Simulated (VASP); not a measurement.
# Si2Mo (Immm) in VASP: a series of runs

The runs below take Si2Mo through single point, with PBE.

Everything below comes from runs of VASP 6.6.1. Logs are shortened: lines on timing, memory, paths and dates and some standing lists are left out, and cuts for length are marked.

## 1. The cell of the first run

Symmetry: Immm, No. 71, orthorhombic system. The conventional cell has a = 3.169 Å, b = 3.229 Å, c = 7.903 Å, α = 90.00°, β = 90.00°, γ = 90.00°. Within 3.4 Å of Si (site symmetry mm2) lie 9 Si at 2.61 to 3.23 Å and 5 Mo at 2.61 to 2.65 Å. Within 3.4 Å of Mo (site symmetry mmm) lie 10 Si at 2.61 to 2.65 Å and 4 Mo at 3.17 to 3.23 Å.

## 2. Single point, PBE (uniaxial strain along a: -1.5 %)

Input file INCAR:

```
SYSTEM = Si2Mo
  PREC = Accurate
  ENCUT = 520
  EDIFF = 1E-6
  ISMEAR = 0
  SIGMA = 0.1
  LREAL = .False.
  LASPH = .True.
  NELM = 80
  ALGO = Normal
  ISIF = 2
  LWAVE = .False.
  LCHARG = .False.
  GGA = PE
  NBANDS = 31
```

Input file KPOINTS:

```
regular mesh
0
Gamma
  12 12 6
  0 0 0
```

Input file POSCAR:

```
Si2Mo
1.0
    3.1685946551      0.0000000000      0.0000000000
    0.0000000000      3.2289105432      0.0000000000
    0.0000000000      0.0000000000      7.9025438308
Si Mo
4 2
Direct
    0.0000000000      0.0000000000      0.3350991394
    0.5000000000      0.5000000000      0.1649008606
    0.5000000000      0.5000000000      0.8350991394
    0.0000000000      0.0000000000      0.6649008606
    0.0000000000      0.0000000000      0.0000000000
    0.5000000000      0.5000000000      0.5000000000
```

Potentials or basis: VASP PAW PBE potentials, release 64 (Si, Mo_sv).

The run is started by

```bash
cat potpaw_PBE.64/Si/POTCAR potpaw_PBE.64/Mo_sv/POTCAR > POTCAR
mpirun -np 1 vasp_std > vasp.out
```

OUTCAR:

```text
SYSTEM = Si2Mo
   PREC = Accurate
   ENCUT = 520
   EDIFF = 1E-6
   ISMEAR = 0
   LREAL = .False.
   LASPH = .True.
   NELM = 80
   ISIF = 2
   GGA = PE

 ion  position               nearest neighbor table
   1  0.000  0.000  0.335-   4 2.61   6 2.61   6 2.61   6 2.61   6 2.61   2 2.63   2 2.63   2 2.63
                             2 2.63   5 2.65
   2  0.500  0.500  0.165-   3 2.61   5 2.61   5 2.61   5 2.61   5 2.61   1 2.63   1 2.63   1 2.63
                             1 2.63   6 2.65
   3  0.500  0.500  0.835-   2 2.61   5 2.61   5 2.61   5 2.61   5 2.61   4 2.63   4 2.63   4 2.63
                             4 2.63   6 2.65
   4  0.000  0.000  0.665-   1 2.61   6 2.61   6 2.61   6 2.61   6 2.61   3 2.63   3 2.63   3 2.63
                             3 2.63   5 2.65
   5  0.000  0.000  0.000-   2 2.61   3 2.61   2 2.61   3 2.61   2 2.61   3 2.61   2 2.61   3 2.61
                             1 2.65   4 2.65
   6  0.500  0.500  0.500-   1 2.61   4 2.61   1 2.61   4 2.61   1 2.61   4 2.61   1 2.61   4 2.61
                             3 2.65   2 2.65

  LATTYP: Found a simple orthorhombic cell.
 ALAT       =     3.1685946551
 B/A-ratio  =     1.0190355330
 C/A-ratio  =     2.4940217008

  Lattice vectors:

 A1 = (   3.1685946551,   0.0000000000,   0.0000000000)
 A2 = (   0.0000000000,   3.2289105432,   0.0000000000)
 A3 = (   0.0000000000,   0.0000000000,   7.9025438308)

Analysis of symmetry for initial positions (statically):
=====================================================================
 Subroutine PRICEL returns following result:

  LATTYP: Found a body centered orthorhombic cell.
 ALAT       =     3.1685946551
 B/A-ratio  =     1.0190355330
 C/A-ratio  =     2.4940217008

  Lattice vectors:

 A1 = (  -1.5842973276,   1.6144552716,   3.9512719154)
 A2 = (   1.5842973275,  -1.6144552716,   3.9512719154)
 A3 = (   1.5842973276,   1.6144552716,  -3.9512719154)

   2 primitive cells build up your supercell.

 Routine SETGRP: Setting up the symmetry group for a
 simple orthorhombic supercell.

 Subroutine GETGRP returns: Found  8 space group operations
 (whereof  8 operations were pure point group operations)
 out of a pool of  8 trial point group operations.

The static configuration has the point symmetry D_2h.

[... 118 lines left out ...]
   ISTART =      0    job   : 0-new  1-cont  2-samecut
   ICHARG =      2    charge: 1-file 2-atom 10-const
   ISPIN  =      1    spin polarized calculation?
   LNONCOLLINEAR =      F non collinear calculations
   LSORBIT =      F    spin-orbit coupling
   LASPH  =      T    aspherical Exc in radial PAW
   ENCUT  =  520.0 eV  38.22 Ry    6.18 a.u.   5.89  6.00 14.69*2*pi/ulx,y,z
   NELM   =     80;   NELMIN=  2; NELMDL= -5     # of ELM steps
   EDIFF  = 0.1E-05   stopping-criterion for ELM
   LREAL  =      F    real-space projection
   EDIFFG = 0.1E-04   stopping-criterion for IOM
   NSW    =      0    number of steps for IOM
   IBRION =     -1    ionic relax: 0-MD 1-quasi-New 2-CG
   NFREE  =      0    steps in history (QN), initial steepest desc. (CG)
   ISIF   =      2    stress and relaxation
   ISYM   =      2    0-nonsym 1-usesym 2-fastsym
   POTIM  = 0.5000    time-step for ionic-motion
   TEBEG  =    0.0;   TEEND  =   0.0 temperature during run
   PSTRESS=    0.0 pullay stress
   NELECT =      44.0000    total number of electrons
   NUPDOWN=      -1.0000    fix difference up-down
   EMIN   =  10.00;   EMAX   =-10.00  energy-range for DOS
   EFERMI =   0.00;   METHOD = LEGACY
   ISMEAR =     0;   SIGMA  =   0.10  broadening in eV -4-tet -1-fermi 0-gaus
   EFERMI_NEDOS =   21; number of points for ismear=-14 and -15
   IALGO  =     38    algorithm
   IMIX   =      4    mixing-type and parameters
     AMIX     =   0.40;   BMIX     =  1.00
     AMIX_MAG =   1.60;   BMIX_MAG =  1.00
  volume/ion in A,a.u.               =      13.48        90.94
  Fermi-wavevector in a.u.,A,eV,Ry     =   1.336583  2.525775 24.306175  1.786453
  Thomas-Fermi vector in A             =   2.465198
   LORBIT       =      0    0 simple, 1 ext, 2 COOP (PROOUT), +10 PAW based schemes
   GGA     = PE    functional components
   LHFCALC =     F    Hartree Fock is set to
   AEXX    =    0.0000 exact exchange contribution
   IVDW    =     0    specifies the selected vdW correction
   LEPSILON=     F    determine dielectric tensor
   LRPA    =     F    only Hartree local field effects (RPA)
 non-spin polarized calculation
 Gauss-broadening in eV      SIGMA  =   0.10
  energy-cutoff  :      520.00
  volume of cell :       80.85
 maximum number of plane-waves:      2214
 NGX is ok and might be reduce to    24
   NGX = 11   NGY = 13   NGZ = 29

 number of electron      44.0000007 magnetization

 Free energy of the ion-electron system (eV)
  ---------------------------------------------------
  ext. energy  EPLUGINS =         0.00000000
  ---------------------------------------------------
  free energy    TOTEN  =       -46.50155192 eV

  energy without entropy =      -46.49861611  energy(sigma->0) =      -46.50008402

 E-fermi :  12.2306     XC(G=0): -12.4063

 val. band max:       12.2160053213   @ k =   0.0833   0.0000   0.3333
 cond. band min:      12.2582828425   @ k =   0.0000   0.0833   0.3333
 fundamental gap:      0.0422775212
 Fermi energy:        12.2305527924

 k-point     1 :       0.0000    0.0000    0.0000
  band No.  band energies     occupation
      1     -48.5311      2.00000
      2     -48.5306      2.00000
      3     -22.7077      2.00000
      4     -22.6849      2.00000
      5     -22.6295      2.00000
      6     -22.6279      2.00000
[... 805 lines left out ...]
     30      17.3353      0.00000
     31      17.4970      0.00000

 [... further k-points ...]
[... 5 lines left out ...]
  --------------------------------------------------------------------------------------
  -------------------------------------------------------------------------------------
  Total        2.7688201      0.0855752     -0.3318688      0.0000000      0.0000000      0.0000000
  in kB       54.8675671      1.6957770     -6.5763868      0.0000000      0.0000000      0.0000000
  external PRESSURE =      16.6623191 kB  Pullay stress =       0.0000000 kB

 VOLUME and BASIS-vectors are now :
 -----------------------------------------------------------------------------
  energy-cutoff  :      520.00
  volume of cell :       80.85
      direct lattice vectors                 reciprocal lattice vectors
     3.168594655  0.000000000  0.000000000     0.315597326  0.000000000  0.000000000
     0.000000000  3.228910543  0.000000000     0.000000000  0.309701984  0.000000000
     0.000000000  0.000000000  7.902543831     0.000000000  0.000000000  0.126541532

 POSITION                                       TOTAL-FORCE (eV/Angst)
 -----------------------------------------------------------------------------------
      0.00000      0.00000      2.64814         0.000000      0.000000     -0.005864
      1.58430      1.61446      1.30314         0.000000      0.000000      0.005864
      1.58430      1.61446      6.59941         0.000000      0.000000     -0.005864
      0.00000      0.00000      5.25441        -0.000000      0.000000      0.005864
      0.00000      0.00000      0.00000         0.000000      0.000000      0.000000
      1.58430      1.61446      3.95127        -0.000000     -0.000000      0.000000
 -----------------------------------------------------------------------------------
    total drift:                                0.000000      0.000000     -0.000000

  FREE ENERGIE OF THE ION-ELECTRON SYSTEM (eV)
  ---------------------------------------------------
  free  energy   TOTEN  =       -46.5015519181 eV

  energy  without entropy=      -46.4986161139  energy(sigma->0) =      -46.50008402
```

Run time: 2.1 min. Hardware: 1 thread of Intel Xeon 6975P-C (Granite Rapids), shared host; peak memory 0.46 GiB.

Results:

```yaml
Free_energy: -46.5016 eV
Pressure: 1.7 GPa
Largest_force: 0.006 eV/Å
Band_gap_on_the_k_mesh: zero (band 22 reaches 12.70 eV, above the bottom of band 23 at 11.87 eV)
```

Forces on the atoms (eV/Å):
```
Si   0.000  0.000 -0.006
Si   0.000  0.000  0.006
Si   0.000  0.000 -0.006
Si   0.000  0.000  0.006
Mo   0.000  0.000  0.000
Mo   0.000  0.000  0.000
```

Levels at points of the mesh, in eV from the Fermi level:
```tsv
k point	band 20	band 21	band 22	band 23	band 24	band 25
(0.00, 0.00, 0.00)	-0.68	-0.50	-0.24	0.37	0.50	2.94
(0.50, 0.00, 0.00)	-2.49	-0.79	-0.79	1.89	1.89	3.37
(0.00, 0.50, 0.00)	-2.38	-0.59	-0.59	1.76	1.76	3.09
(0.50, 0.50, 0.00)	-3.12	-1.24	-1.24	2.26	2.26	2.69
(0.00, 0.00, 0.50)	-1.89	0.44	0.44	1.51	1.51	1.83
(0.50, 0.00, 0.50)	-2.59	-0.60	-0.60	2.38	2.38	2.94
(0.00, 0.50, 0.50)	-2.42	-0.42	-0.42	2.08	2.08	3.27
(0.50, 0.50, 0.50)	-2.18	-2.08	-2.08	0.21	0.21	2.28
```

Caveat: the cell differs from its parent crystal (uniaxial strain along a: -1.5 %).

## 3. Single point, PBE (uniaxial strain along a: +1.5 %)

Input file INCAR:

```
SYSTEM = Si2Mo
PREC = Accurate ; ENCUT = 520
EDIFF = 1E-6 ; ISMEAR = 0
SIGMA = 0.1 ; LREAL = .False.
LASPH = .True. ; NELM = 60
ALGO = Normal ; ISIF = 2
LWAVE = .False. ; LCHARG = .False.
GGA = PE ; NBANDS = 31
```

KPOINTS is that of step 2.

POSCAR: that of step 2 with these lines changed.

```diff
@@ -2,5 +2,5 @@
 1.0
-    3.1685946551      0.0000000000      0.0000000000
-    0.0000000000      3.2289105432      0.0000000000
-    0.0000000000      0.0000000000      7.9025438308
+    3.2651000761      0.0000000000      0.0000000000
+    0.0000000000      3.2047841880      0.0000000000
+    0.0000000000      0.0000000000      7.8434961807
 Si Mo
```

Potentials or basis: VASP PAW PBE potentials, release 64 (Si, Mo_sv).

The run is started by

```bash
cat potpaw_PBE.64/Si/POTCAR potpaw_PBE.64/Mo_sv/POTCAR > POTCAR
mpirun -np 1 vasp_std > vasp.out
```

OUTCAR:

```text
SYSTEM = Si2Mo
   PREC = Accurate
   ENCUT = 520
   EDIFF = 1E-6
   ISMEAR = 0
   LREAL = .False.
   LASPH = .True.
   NELM = 60
   ISIF = 2
   GGA = PE

 ion  position               nearest neighbor table
   1  0.000  0.000  0.335-   4 2.59   6 2.63   6 2.63   6 2.63   6 2.63   5 2.63   2 2.65   2 2.65
                             2 2.65   2 2.65
   2  0.500  0.500  0.165-   3 2.59   5 2.63   5 2.63   5 2.63   5 2.63   6 2.63   1 2.65   1 2.65
                             1 2.65   1 2.65
   3  0.500  0.500  0.835-   2 2.59   5 2.63   5 2.63   5 2.63   5 2.63   6 2.63   4 2.65   4 2.65
                             4 2.65   4 2.65
   4  0.000  0.000  0.665-   1 2.59   6 2.63   6 2.63   6 2.63   6 2.63   5 2.63   3 2.65   3 2.65
                             3 2.65   3 2.65
   5  0.000  0.000  0.000-   2 2.63   3 2.63   2 2.63   3 2.63   2 2.63   3 2.63   2 2.63   3 2.63
                             1 2.63   4 2.63
   6  0.500  0.500  0.500-   1 2.63   4 2.63   1 2.63   4 2.63   1 2.63   4 2.63   1 2.63   4 2.63
                             3 2.63   2 2.63

  LATTYP: Found a simple orthorhombic cell.
 ALAT       =     3.2047841880
 B/A-ratio  =     1.0188205772
 C/A-ratio  =     2.4474334996

  Lattice vectors:

 A1 = (   0.0000000000,  -3.2047841880,   0.0000000000)
 A2 = (   3.2651000761,   0.0000000000,   0.0000000000)
 A3 = (   0.0000000000,   0.0000000000,   7.8434961807)

Analysis of symmetry for initial positions (statically):
=====================================================================
 Subroutine PRICEL returns following result:

  LATTYP: Found a body centered orthorhombic cell.
 ALAT       =     3.2047841880
 B/A-ratio  =     1.0188205772
 C/A-ratio  =     2.4474334996

  Lattice vectors:

 A1 = (   1.6325500380,  -1.6023920940,  -3.9217480903)
 A2 = (  -1.6325500380,   1.6023920940,  -3.9217480904)
 A3 = (   1.6325500380,   1.6023920940,   3.9217480904)

[... 150 lines left out ...]
   EMIN   =  10.00;   EMAX   =-10.00  energy-range for DOS
   EFERMI =   0.00;   METHOD = LEGACY
   ISMEAR =     0;   SIGMA  =   0.10  broadening in eV -4-tet -1-fermi 0-gaus
   EFERMI_NEDOS =   21; number of points for ismear=-14 and -15
   IALGO  =     38    algorithm
   IMIX   =      4    mixing-type and parameters
     AMIX     =   0.40;   BMIX     =  1.00
     AMIX_MAG =   1.60;   BMIX_MAG =  1.00
  volume/ion in A,a.u.               =      13.68        92.31
  Fermi-wavevector in a.u.,A,eV,Ry     =   1.329916  2.513176 24.064289  1.768675
  Thomas-Fermi vector in A             =   2.459042
   LORBIT       =      0    0 simple, 1 ext, 2 COOP (PROOUT), +10 PAW based schemes
   GGA     = PE    functional components
   LHFCALC =     F    Hartree Fock is set to
   AEXX    =    0.0000 exact exchange contribution
   IVDW    =     0    specifies the selected vdW correction
   LEPSILON=     F    determine dielectric tensor
   LRPA    =     F    only Hartree local field effects (RPA)
 non-spin polarized calculation
 Gauss-broadening in eV      SIGMA  =   0.10
  energy-cutoff  :      520.00
  volume of cell :       82.07
 maximum number of plane-waves:      2244
   NGX = 13   NGY = 11   NGZ = 29

 number of electron      44.0000001 magnetization

 Free energy of the ion-electron system (eV)
  ---------------------------------------------------
  ext. energy  EPLUGINS =         0.00000000
  ---------------------------------------------------
  free energy    TOTEN  =       -46.50437917 eV

  energy without entropy =      -46.50147437  energy(sigma->0) =      -46.50292677

 E-fermi :  11.9358     XC(G=0): -12.3331

 val. band max:       11.9340572073   @ k =   0.0833   0.0000   0.0000
 cond. band min:      11.9392081358   @ k =   0.0833   0.0000   0.1667
 fundamental gap:      0.0051509285
 Fermi energy:        11.9357857047

 k-point     1 :       0.0000    0.0000    0.0000
  band No.  band energies     occupation
      1     -48.7850      2.00000
      2     -48.7845      2.00000
      3     -22.9394      2.00000
      4     -22.9166      2.00000
      5     -22.8927      2.00000
      6     -22.8910      2.00000
[... 805 lines left out ...]
     30      17.0055      0.00000
     31      17.0331      0.00000

 [... further k-points ...]
[... 5 lines left out ...]
  --------------------------------------------------------------------------------------
  -------------------------------------------------------------------------------------
  Total       -2.4441046      0.1901765      0.5222603      0.0000000      0.0000000      0.0000000
  in kB      -47.7117558      3.7124659     10.1951275      0.0000000      0.0000000      0.0000000
  external PRESSURE =     -11.2680541 kB  Pullay stress =       0.0000000 kB

 VOLUME and BASIS-vectors are now :
 -----------------------------------------------------------------------------
  energy-cutoff  :      520.00
  volume of cell :       82.07
      direct lattice vectors                 reciprocal lattice vectors
     3.265100076  0.000000000  0.000000000     0.306269326  0.000000000  0.000000000
     0.000000000  3.204784188  0.000000000     0.000000000  0.312033492  0.000000000
     0.000000000  0.000000000  7.843496181     0.000000000  0.000000000  0.127494165

 POSITION                                       TOTAL-FORCE (eV/Angst)
 -----------------------------------------------------------------------------------
      0.00000      0.00000      2.62835         0.000000     -0.000000      0.010456
      1.63255      1.60239      1.29340        -0.000000      0.000000     -0.010456
      1.63255      1.60239      6.55010         0.000000     -0.000000      0.010456
      0.00000      0.00000      5.21515        -0.000000     -0.000000     -0.010456
      0.00000      0.00000      0.00000         0.000000     -0.000000      0.000000
      1.63255      1.60239      3.92175        -0.000000      0.000000      0.000000
 -----------------------------------------------------------------------------------
    total drift:                                0.000000      0.000000     -0.000000

  FREE ENERGIE OF THE ION-ELECTRON SYSTEM (eV)
  ---------------------------------------------------
  free  energy   TOTEN  =       -46.5043791699 eV

  energy  without entropy=      -46.5014743671  energy(sigma->0) =      -46.50292677
```

OSZICAR:

```text
N       E                     dE             d eps       ncg     rms          rms(c)
DAV:   1     0.312633655811E+03    0.31263E+03   -0.23055E+04 12632   0.135E+03
DAV:   2    -0.358681179801E+02   -0.34850E+03   -0.33584E+03 13840   0.361E+02
DAV:   3    -0.481942972245E+02   -0.12326E+02   -0.12024E+02 15887   0.589E+01
DAV:   4    -0.483537461536E+02   -0.15945E+00   -0.15910E+00 14603   0.641E+00
DAV:   5    -0.483558569874E+02   -0.21108E-02   -0.21103E-02 15555   0.730E-01    0.291E+01
DAV:   6    -0.468368853812E+02    0.15190E+01   -0.11161E+01 14280   0.184E+01    0.608E+00
DAV:   7    -0.465962164275E+02    0.24067E+00   -0.21079E+00 13613   0.766E+00    0.617E+00
DAV:   8    -0.465050665141E+02    0.91150E-01   -0.29311E-01 14343   0.337E+00    0.665E-01
DAV:   9    -0.465046514062E+02    0.41511E-03   -0.10631E-02 15264   0.525E-01    0.401E-01
DAV:  10    -0.465046651263E+02   -0.13720E-04   -0.40262E-03 14264   0.412E-01    0.224E-01
DAV:  11    -0.465043801409E+02    0.28499E-03   -0.13932E-03 14285   0.231E-01    0.361E-02
DAV:  12    -0.465043798093E+02    0.33156E-06   -0.38821E-05 14396   0.333E-02    0.145E-02
DAV:  13    -0.465043791699E+02    0.63946E-06   -0.23525E-06 12698   0.802E-03
   1 F= -.46504379E+02 E0= -.46502927E+02  d E =-.290480E-02
```

It took 2.2 min on 1 thread of Intel Xeon 6975P-C (Granite Rapids), shared host; peak memory 0.47 GiB.

Results:

```yaml
Free_energy: -46.5044 eV
Pressure: -1.1 GPa
Largest_force: 0.010 eV/Å
Band_gap_on_the_k_mesh: zero (band 22 reaches 12.38 eV, above the bottom of band 23 at 11.56 eV)
```

Forces in eV/Å, atoms in the order of the input:
```
Si   0.000  0.000  0.010
Si   0.000  0.000 -0.010
Si   0.000  0.000  0.010
Si   0.000  0.000 -0.010
Mo   0.000  0.000  0.000
Mo   0.000  0.000  0.000
```

Stress tensor (GPa, compression positive):
```
-4.77  0.00  0.00
 0.00  0.37  0.00
 0.00  0.00  1.02
```

Caveat: the cell differs from its parent crystal (uniaxial strain along a: +1.5 %).

(Continued in part 2 of 2.)
